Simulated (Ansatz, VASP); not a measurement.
One calculation of SnO, two programs

INCAR

```
SYSTEM = SnO
PREC = Accurate ; ENCUT = 520
EDIFF = 1E-6 ; ISMEAR = 0
SIGMA = 0.15 ; LREAL = .False.
LASPH = .True. ; NELM = 100
ALGO = Normal ; ISIF = 2
LWAVE = .False. ; LCHARG = .False.
GGA = PE ; IVDW = 12
NBANDS = 28
```

The input KPOINTS:

```
regular mesh
0
Gamma
  12 12 10
  0 0 0
```

POSCAR

```
SnO
1.0
    3.8370963230      0.0863346673      0.0000000000
    0.0863346673      3.8370963230      0.0000000000
    0.0000000000      0.0000000000      4.7621286275
Sn O
2 2
Direct
    0.0000000000      0.5000000000      0.2432422108
    0.5000000000      0.0000000000      0.7567577892
    0.0000000000      0.0000000000      0.0000000000
    0.5000000000      0.5000000000      0.0000000000
```

Input for Ansatz:

```yaml
crystal:
  lattice:
    - [3.837096323, 0.0863346673, 0.0]
    - [0.0863346673, 3.837096323, 0.0]
    - [0.0, 0.0, 4.7621286275]
  atoms:
    - { symbol: Sn, position: [0.0, 0.5, 0.2432422108] }
    - { symbol: Sn, position: [0.5, 0.0, 0.7567577892] }
    - { symbol: O, position: [0.0, 0.0, 0.0] }
    - { symbol: O, position: [0.5, 0.5, 0.0] }
basis:
  ecutwfc: 420
kpoints:
  mp_grid: { grid: [12, 12, 10] }
hamiltonian:
  xc: pbe
  dispersion: d3bj
scf:
  occupations: { method: gaussian, width: 0.15 }
output:
  forces: true
  stress: true
  eigenvalues: true
```

Change from the starting cell: strain +0.0450 x Voigt [0, 0, 0, 0, 0, 1], atoms carried along.

Alike in both runs: task single point; functional PBE; dispersion D3(BJ); k mesh 12 × 12 × 10; occupations gaussian, width 0.15 eV; no spin polarisation.

|  | VASP | Ansatz |
| --- | --- | --- |
| version | VASP 6.6.1 | Ansatz 0.2.0 |
| potentials or method | VASP PAW PBE potentials, release 64 (Sn_d, O), cutoff 520 eV | scalar-relativistic, plane waves, PAW |
| valence electrons in the cell | 40 | 40 |

|  | VASP | Ansatz | Ansatz less VASP |
| --- | --- | --- | --- |
| gap on the k mesh at the Fermi level (eV) | none | none | - |
| pressure (GPa) | 0.3 | 0.1 | -0.21 |
| traceless stress, the component that is largest in VASP (GPa) | -3.70 | -3.71 | -0.015 |
| rms of the force components (eV/Å) | 0.036 | 0.004 | -0.0323 |

Atom by atom the forces differ by 0.032 eV/Å (rms over components). A gap of «none» marks a metal or a gap that the smearing closes.
